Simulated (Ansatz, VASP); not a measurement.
# C in VASP and in Ansatz

```xyz
4
Lattice="2.4981 0.0000 0.0000 -1.2491 2.1634 0.0000 0.0000 0.0000 4.2230" Properties=species:S:1:pos:R:3 pbc="T T T"
C     0.0000    1.4423   -0.0011
C     1.2491    0.7211    2.1104
C     0.0000    1.4423    1.5805
C     1.2491    0.7211    3.6920
```

Change from the starting cell: strained cell.

Alike in both runs: functional PBEsol; k mesh 9 × 9 × 6; occupations gaussian, width 0.02 eV; no spin polarisation.

Ansatz relaxed the structure, and its values are those at the end. VASP's run is a single point on that final structure, the one shown.

|  | VASP | Ansatz |
| --- | --- | --- |
| version | VASP 6.6.1 | Ansatz 0.2.0 |
| potentials or method | VASP PAW PBE potentials, release 64 (C_h), cutoff 1300 eV | scalar-relativistic, plane waves, PAW |
| valence electrons in the cell | 16 | 16 |

```tsv
	VASP	Ansatz	Ansatz less VASP
gap on the k mesh at the Fermi level (eV)	3.09	3.11	+0.015
least direct gap on the mesh (eV)	4.85	4.85	-0.002
pressure (GPa)	-6.1	-6.3	-0.17
```

VASP's potentials were made for PBE, not for PBEsol, and Ansatz warns of the same on its side. Ansatz's warnings: stress scf threshold loose.
